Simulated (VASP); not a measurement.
Crystal: IrPt2.

```xyz
6
Lattice="2.7440 -0.0312 0.0002 -0.0540 4.8816 -0.0190 0.0005 -0.0265 6.8544" Properties=species:S:1:pos:R:3 pbc="T T T"
Ir    0.0639    0.0178   -0.0247
Ir    1.3052    2.4067    6.8676
Pt    2.6513    1.5818    2.2586
Pt    1.3628    3.9982    2.2373
Pt    1.4361    0.7479    4.5814
Pt    2.6510    3.2629    4.5964
```

- Program: VASP 6.6.1
- Task: relaxation of cell and atoms
- Functional: PBE
- Potentials or basis: VASP PAW PBE potentials, release 64 (Ir, Pt)
- Cutoff: 600 eV
- k mesh: 8 × 4 × 4
- Occupations: gaussian, width 0.2 eV
- Spin: no spin polarisation

At the start: pressure 0.1 GPa; volume 15.30 Å³/atom.

Question: How do energy, volume and symmetry change on relaxing?

Answer: Over 15 steps the energy falls by 31.0 meV/atom and the volume is 15.24 Å³/atom (-0.4 %); space group P-1 (No. 2, to 0.1 Å) before, P-3m1 (No. 164, to 0.1 Å).

Step by step:
| step | energy change (eV) | largest force (eV/Å) | pressure (GPa) | volume (Å³) |
| --- | --- | --- | --- | --- |
| 1 | 0.0000 | 1.1690 | 0.14 | 91.80 |
| 2 | -0.1343 | 0.4280 | -1.13 | 91.95 |
| 3 | -0.1354 | 0.4664 | -1.16 | 91.97 |
| 4 | -0.1609 | 0.3055 | 3.14 | 90.51 |
| 5 | -0.1613 | 0.3195 | 2.68 | 90.65 |
| 6 | -0.1789 | 0.1664 | 0.96 | 91.15 |
| 7 | -0.1815 | 0.1376 | 0.04 | 91.44 |
| 8 | -0.1835 | 0.1108 | -0.07 | 91.47 |
| 9 | -0.1852 | 0.0555 | -0.29 | 91.54 |
| 10 | -0.1855 | 0.0354 | 0.30 | 91.34 |
| 11 | -0.1856 | 0.0380 | 0.24 | 91.36 |
| 12 | -0.1859 | 0.0263 | 0.11 | 91.40 |
| 13 | -0.1859 | 0.0295 | 0.01 | 91.44 |
| 14 | -0.1859 | 0.0290 | 0.02 | 91.43 |
| 15 | -0.1860 | 0.0210 | -0.04 | 91.45 |

Final structure:
```cif
data_structure
_symmetry_space_group_name_H-M 'P 1'
_symmetry_Int_Tables_number 1
_cell_length_a 2.7913
_cell_length_b 4.8216
_cell_length_c 6.7953
_cell_angle_alpha 89.986
_cell_angle_beta 90.010
_cell_angle_gamma 90.013
_cell_volume 91.45
loop_
_atom_site_label
_atom_site_type_symbol
_atom_site_fract_x
_atom_site_fract_y
_atom_site_fract_z
_atom_site_occupancy
Ir1 Ir 0.00026 0.00010 0.00005 1
Ir2 Ir 0.50034 0.50018 0.99995 1
Pt1 Pt 0.99904 0.33355 0.32891 1
Pt2 Pt 0.49930 0.83357 0.32890 1
Pt3 Pt 0.50067 0.16634 0.67109 1
Pt4 Pt 0.00039 0.66626 0.67110 1
```

Caveat: the highest band is partly filled, so the run has too few bands.
